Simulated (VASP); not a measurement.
# Co (I4/mmm) in VASP: single point with PBEsol

Aim: the single point of Co with PBEsol.

All numbers are computed with VASP 6.6.1; they aren't measurements. Logs are shortened: lines on timing, memory, paths and dates and some standing lists are left out, and cuts for length are marked.

**1. The cell of the first run**

The structure is tetragonal, space group I4/mmm (No. 139). Conventional cell: a = 2.664 Å, b = 2.664 Å, c = 2.945 Å, α = 90.00°, β = 90.00°, γ = 90.00°. Within 3.2 Å of Co (site symmetry 4/mmm) lie 14 Co at 2.39 to 2.94 Å.

**2. Single point, PBEsol, collinear spin, ferromagnetic start (strain -0.050 along x and y, +0.050 along z)**

Input file INCAR:

```
SYSTEM = Co
PREC = Accurate
ENCUT = 520
EDIFF = 1E-6
ISMEAR = 0
SIGMA = 0.15
LREAL = .False.
LASPH = .True.
NELM = 150
ALGO = Normal
ISIF = 2
LWAVE = .False.
LCHARG = .False.
ISPIN = 2
MAGMOM = 2.05
LORBIT = 11
LMAXMIX = 4
GGA = PS
NBANDS = 14
```

Input file KPOINTS:

```
Automatic mesh
0
Gamma
  24 24 24
  0 0 0
```

Input file POSCAR:

```
Co
1.0
   -1.3322040000      1.3322040000      1.4724360000
    1.3322040000     -1.3322040000      1.4724360000
    1.3322040000      1.3322040000     -1.4724360000
Co
1
Direct
    0.0000000000      0.0000000000      0.0000000000
```

Potentials or basis: VASP PAW PBE potentials, release 64 (Co).

On the command line:

```
$ cat potpaw_PBE.64/Co/POTCAR > POTCAR
$ mpirun -np 1 vasp_std > vasp.out
```

OUTCAR:

```text
SYSTEM = Co
   PREC = Accurate
   ENCUT = 520
   EDIFF = 1E-6
   ISMEAR = 0
   LREAL = .False.
   LASPH = .True.
   NELM = 150
   ISIF = 2
   ISPIN = 2
   LORBIT = 11
   GGA = PS

 ion  position               nearest neighbor table
   1  0.000  0.000  0.000-

  LATTYP: Found a body centered tetragonal cell.
 ALAT       =     2.6644080000
 C/A-ratio  =     1.1052631579

  Lattice vectors:

 A1 = (  -1.3322040000,   1.3322040000,   1.4724360000)
 A2 = (   1.3322040000,  -1.3322040000,   1.4724360000)
 A3 = (   1.3322040000,   1.3322040000,  -1.4724360000)

Analysis of symmetry for initial positions (statically):
=====================================================================
 Subroutine PRICEL returns:
 Original cell was already a primitive cell.

 Routine SETGRP: Setting up the symmetry group for a
 body centered tetragonal supercell.

 Subroutine GETGRP returns: Found 16 space group operations
 (whereof 16 operations were pure point group operations)
 out of a pool of 16 trial point group operations.

The static configuration has the point symmetry D_4h.

Analysis of symmetry for dynamics (positions and initial velocities):
=====================================================================
 Subroutine PRICEL returns:
 Original cell was already a primitive cell.

 Routine SETGRP: Setting up the symmetry group for a
 body centered tetragonal supercell.

 Subroutine GETGRP returns: Found 16 space group operations
 (whereof 16 operations were pure point group operations)
 out of a pool of 16 trial point group operations.

The dynamic configuration has the point symmetry D_4h.

Analysis of structural, dynamic, and magnetic symmetry:
=====================================================================
 Subroutine PRICEL returns:
 Original cell was already a primitive cell.

 Routine SETGRP: Setting up the symmetry group for a
 body centered tetragonal supercell.

 Subroutine GETGRP returns: Found 16 space group operations
 (whereof 16 operations were pure point group operations)
 out of a pool of 16 trial point group operations.

The overall configuration has the point symmetry D_4h.

 Subroutine INISYM returns: Found 16 space group operations
 (whereof 16 operations are pure point group operations),
 and found     1 'primitive' translations

----------------------------------------------------------------------------------------

                                     Primitive cell

  volume of cell :      10.4529

  direct lattice vectors                    reciprocal lattice vectors
    -1.332204000  1.332204000  1.472436000     0.000000000  0.375317894  0.339573333
     1.332204000 -1.332204000  1.472436000     0.375317894  0.000000000  0.339573333
     1.332204000  1.332204000 -1.472436000     0.375317894  0.375317894  0.000000000

  length of vectors
     2.391150930  2.391150930  2.391150930     0.506135921  0.506135921  0.530779656

  position of ions in fractional coordinates (direct lattice)
     0.000000000  0.000000000  0.000000000

  ion indices of the primitive-cell ions
   primitive index   ion index
                 1           1

----------------------------------------------------------------------------------------

 KPOINTS: Automatic mesh

Automatic generation of k-mesh.
 Grid dimensions read from file:
 generate k-points for:   24   24   24

 Generating k-lattice:

  Cartesian coordinates                     Fractional coordinates (reciprocal lattice)
     0.000000000  0.015638246  0.014148889     0.041666667  0.000000000 -0.000000000
     0.015638246  0.000000000  0.014148889     0.000000000  0.041666667 -0.000000000
     0.015638246  0.015638246  0.000000000     0.000000000  0.000000000  0.041666667

  Length of vectors
     0.021088997  0.021088997  0.022115819

  Shift w.r.t. Gamma in fractional coordinates (k-lattice)
     0.000000000  0.000000000  0.000000000

 Subroutine IBZKPT returns following result:
 ===========================================

 Found   1063 irreducible k-points:

 Following reciprocal coordinates:
            Coordinates               Weight
  0.000000  0.000000  0.000000      1.000000
  0.041667  0.000000  0.000000      8.000000
  0.083333  0.000000 -0.000000      8.000000
  0.125000  0.000000  0.000000      8.000000
  0.166667  0.000000 -0.000000      8.000000
  0.208333  0.000000  0.000000      8.000000
[... 16 lines left out ...]
  0.416667  0.041667  0.000000     16.000000
  0.458333  0.041667  0.000000     16.000000
 [... further k-points ...]
   k-points           NKPTS =   1063   k-points in BZ     NKDIM =   1063   number of bands    NBANDS=     14
   number of dos      NEDOS =    301   number of ions     NIONS =      1
   total plane-waves  NPLWV =   5832
   dimension x,y,z NGX =    18 NGY =   18 NGZ =   18
   dimension x,y,z NGXF=    36 NGYF=   36 NGZF=   36
   ions per type =               1
   NGX,Y,Z   is equivalent  to a cutoff of  12.51, 12.51, 12.51 a.u.
   NGXF,Y,Z  is equivalent  to a cutoff of  25.03, 25.03, 25.03 a.u.
 SYSTEM =  Co
   PREC   = accura    normal or accurate (medium, high low for compatibility)
   ISTART =      0    job   : 0-new  1-cont  2-samecut
   ICHARG =      2    charge: 1-file 2-atom 10-const
   ISPIN  =      2    spin polarized calculation?
   LNONCOLLINEAR =      F non collinear calculations
   LSORBIT =      F    spin-orbit coupling
   LASPH  =      T    aspherical Exc in radial PAW
   ENCUT  =  520.0 eV  38.22 Ry    6.18 a.u.   4.45  4.45  4.45*2*pi/ulx,y,z
   NELM   =    150;   NELMIN=  2; NELMDL= -5     # of ELM steps
   EDIFF  = 0.1E-05   stopping-criterion for ELM
   LREAL  =      F    real-space projection
   EDIFFG = 0.1E-04   stopping-criterion for IOM
   NSW    =      0    number of steps for IOM
   IBRION =     -1    ionic relax: 0-MD 1-quasi-New 2-CG
   NFREE  =      0    steps in history (QN), initial steepest desc. (CG)
   ISIF   =      2    stress and relaxation
   ISYM   =      2    0-nonsym 1-usesym 2-fastsym
   POTIM  = 0.5000    time-step for ionic-motion
   TEBEG  =    0.0;   TEEND  =   0.0 temperature during run
   PSTRESS=    0.0 pullay stress
   NELECT =       9.0000    total number of electrons
   NUPDOWN=      -1.0000    fix difference up-down
   EMIN   =  10.00;   EMAX   =-10.00  energy-range for DOS
   EFERMI =   0.00;   METHOD = LEGACY
   ISMEAR =     0;   SIGMA  =   0.15  broadening in eV -4-tet -1-fermi 0-gaus
   EFERMI_NEDOS =   21; number of points for ismear=-14 and -15
   IALGO  =     38    algorithm
   IMIX   =      4    mixing-type and parameters
     AMIX     =   0.40;   BMIX     =  1.00
     AMIX_MAG =   1.60;   BMIX_MAG =  1.00
  volume/ion in A,a.u.               =      10.45        70.54
  Fermi-wavevector in a.u.,A,eV,Ry     =   1.557434  2.943124 33.002309  2.425601
  Thomas-Fermi vector in A             =   2.661085
   LORBIT       =     11    0 simple, 1 ext, 2 COOP (PROOUT), +10 PAW based schemes
   GGA     = PS    functional components
   LHFCALC =     F    Hartree Fock is set to
   AEXX    =    0.0000 exact exchange contribution
   IVDW    =     0    specifies the selected vdW correction
   LEPSILON=     F    determine dielectric tensor
   LRPA    =     F    only Hartree local field effects (RPA)
 spin polarized calculation
 Gauss-broadening in eV      SIGMA  =   0.15
  energy-cutoff  :      520.00
  volume of cell :       10.45
 maximum number of plane-waves:       291
 NGX is ok and might be reduce to    18
   NGX =  9   NGY =  9   NGZ =  9

 number of electron       9.0000002 magnetization       1.6709002

 Free energy of the ion-electron system (eV)
  ---------------------------------------------------
  ext. energy  EPLUGINS =         0.00000000
  ---------------------------------------------------
  free energy    TOTEN  =        -7.64385587 eV

  energy without entropy =       -7.62797298  energy(sigma->0) =       -7.63591443

 E-fermi :  10.8666     XC(G=0): -13.8013

 val. band max:       10.8654563531   @ k =  -0.3333   0.3333   0.1250
 cond. band min:      10.8668176810   @ k =   0.2500   0.1250   0.0417
 fundamental gap:      0.0013613280
 Fermi energy:        10.8665750613

 spin component 1

 k-point     1 :       0.0000    0.0000    0.0000
  band No.  band energies     occupation
      1       1.3959      1.00000
      2       7.7340      1.00000
      3       7.7340      1.00000
      4       8.2471      1.00000
      5       8.8999      1.00000
      6       9.2754      1.00000
      7      35.3254      0.00000
      8      37.3249      0.00000
      9      37.3249      0.00000
     10      41.7037      0.00000
     11      42.2983      0.00000
     12      43.0264      0.00000
     13      43.5191      0.00000
     14      43.5191      0.00000
[... 375 lines left out ...]
 k-point    24 :       0.4583    0.0417    0.0000
  band No.  band energies     occupation
      1       5.2969      1.00000
      2       7.0570      1.00000
      3       8.7238      1.00000
      4       9.3613      1.00000
      5      10.0228      1.00000
      6      11.0394      0.05159
      7      17.6082      0.00000
      8      30.1608      0.00000
      9      32.2340      0.00000
     10      36.3590      0.00000
     11      40.0281      0.00000
     12      43.6903      0.00000
     13      46.8232      0.00000
     14      49.5563      0.00000

 [... further k-points ...]

 spin component 2

 k-point     1 :       0.0000    0.0000    0.0000
  band No.  band energies     occupation
      1       1.5095      1.00000
      2       9.2359      1.00000
      3       9.2359      1.00000
      4       9.8881      1.00000
      5      10.8112      0.69909
      6      11.4687      0.00000
      7      35.1786      0.00000
      8      37.2627      0.00000
      9      37.2627      0.00000
     10      41.9190      0.00000
     11      43.0056      0.00000
     12      43.0634      0.00000
     13      43.9703      0.00000
     14      43.9703      0.00000
[... 375 lines left out ...]
 k-point    24 :       0.4583    0.0417    0.0000
  band No.  band energies     occupation
      1       6.2743      1.00000
      2       8.4925      1.00000
      3      10.3412      1.00000
      4      10.7196      0.91712
      5      11.5966      0.00000
      6      12.4078      0.00000
      7      18.6202      0.00000
      8      30.2388      0.00000
      9      32.6044      0.00000
     10      36.7177      0.00000
     11      40.5548      0.00000
     12      43.8139      0.00000
     13      49.3687      0.00000
     14      50.8830      0.00000

 [... further k-points ...]

------------------------ aborting loop because EDIFF is reached ----------------------------------------

  FORCE on cell =-STRESS in cart. coord.  units (eV):
  Direction    XX          YY          ZZ          XY          YZ          ZX
  --------------------------------------------------------------------------------------
  -------------------------------------------------------------------------------------
  Total       -0.0523114     -0.0523114      0.3695174      0.0000000      0.0000000     -0.0000000
  in kB       -8.0180580     -8.0180580     56.6379621      0.0000000      0.0000000     -0.0000000
  external PRESSURE =      13.5339487 kB  Pullay stress =       0.0000000 kB

 VOLUME and BASIS-vectors are now :
 -----------------------------------------------------------------------------
  energy-cutoff  :      520.00
  volume of cell :       10.45
      direct lattice vectors                 reciprocal lattice vectors
    -1.332204000  1.332204000  1.472436000     0.000000000  0.375317894  0.339573333
     1.332204000 -1.332204000  1.472436000     0.375317894  0.000000000  0.339573333
     1.332204000  1.332204000 -1.472436000     0.375317894  0.375317894  0.000000000

 POSITION                                       TOTAL-FORCE (eV/Angst)
 -----------------------------------------------------------------------------------
      0.00000      0.00000      0.00000        -0.000000      0.000000      0.000000
 -----------------------------------------------------------------------------------
    total drift:                                0.000000      0.000000     -0.000000

  FREE ENERGIE OF THE ION-ELECTRON SYSTEM (eV)
  ---------------------------------------------------
  free  energy   TOTEN  =        -7.6438558749 eV

  energy  without entropy=       -7.6279729825  energy(sigma->0) =       -7.63591443

 total charge

# of ion       s       p       d       tot
------------------------------------------
    1        0.505   0.565   7.274   8.344

 magnetization (x)

# of ion       s       p       d       tot
------------------------------------------
    1       -0.007  -0.043   1.727   1.677
```

It took 1.8 min on 1 thread of Intel Xeon 6975P-C (Granite Rapids), shared host; peak memory 0.33 GiB.

Results:

```
Free energy                                           : -7.6439 eV
Pressure                                              : 1.4 GPa
Net moment                                            : 1.67 μB per cell
Site moments                                          : Co +1.68 μB
Valence electrons inside the program's atomic spheres : Co 8.34
```

Levels at points of the mesh, in eV from the Fermi level:
Spin up:
| k point | band 1 | band 2 | band 3 | band 4 | band 5 | band 6 | band 7 | band 8 | band 9 | band 10 |
| --- | --- | --- | --- | --- | --- | --- | --- | --- | --- | --- |
| (0.00, 0.00, 0.00) | -9.47 | -3.13 | -3.13 | -2.62 | -1.97 | -1.59 | 24.46 | 26.46 | 26.46 | 30.84 |
| (0.50, 0.00, 0.00) | -5.61 | -3.82 | -2.14 | -1.37 | -0.42 | -0.32 | 6.60 | 19.64 | 21.76 | 25.04 |
| (0.50, 0.50, 0.00) | -5.66 | -4.50 | -1.38 | -1.25 | -0.31 | 0.56 | 7.68 | 17.41 | 18.51 | 22.71 |
| (0.50, 0.50, 0.50) | -5.63 | -5.31 | -0.72 | -0.56 | -0.56 | 7.26 | 11.22 | 11.22 | 14.24 | 16.99 |
Spin down:
| k point | band 1 | band 2 | band 3 | band 4 | band 5 | band 6 | band 7 | band 8 |
| --- | --- | --- | --- | --- | --- | --- | --- | --- |
| (0.00, 0.00, 0.00) | -9.36 | -1.63 | -1.63 | -0.98 | -0.06 | 0.60 | 24.31 | 26.40 |
| (0.50, 0.00, 0.00) | -4.62 | -2.38 | -0.24 | -0.17 | 0.67 | 1.38 | 7.63 | 19.66 |
| (0.50, 0.50, 0.00) | -4.57 | -3.19 | 0.64 | 0.70 | 0.77 | 1.46 | 8.71 | 17.51 |
| (0.50, 0.50, 0.50) | -4.20 | -3.96 | 1.10 | 1.18 | 1.18 | 7.44 | 11.42 | 11.42 |

Caveat: the cell differs from its parent crystal (strain -0.050 along x and y, +0.050 along z); the PAW data sets were made with another functional, which shifts forces and pressure a little.
